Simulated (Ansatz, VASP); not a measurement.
## Ir in VASP and in Ansatz

```
Ir
1.0
     2.75138    0.00000    0.00000
    -1.37569    2.38276    0.00000
     0.00000    0.00000    4.46229
Ir
2
Direct
  0.66667 0.33333 0.75000
  0.33333 0.66667 0.25000
```

Alike in both runs: task single point; functional PBE; k mesh 6 × 6 × 4; no spin polarisation.

```csv
,VASP,Ansatz
version,VASP 6.6.1,Ansatz 0.2.0
potentials or method,"VASP PAW PBE potentials, release 64 (Ir), cutoff 500 eV","scalar-relativistic, plane waves, PAW"
occupations,"methfessel-paxton of order 1, width 0.0047 eV","cold, width 0.0047 eV"
valence electrons in the cell,18,34
```

```tsv
	VASP	Ansatz	Ansatz less VASP
gap on the k mesh at the Fermi level (eV)	none	none	-
pressure (GPa)	-1.2	-1.6	-0.45
traceless stress, the component that is largest in VASP (GPa)	-3.52	-3.52	-0.003
```

A gap of «none» marks a metal or a gap that the smearing closes. VASP's potentials hold 18 valence electrons a cell and Ansatz's 34, so a difference there can come from the potentials and not from the codes.

The k mesh is coarse, so the values compare programs but aren't converged. Neither program's run includes spin-orbit coupling.
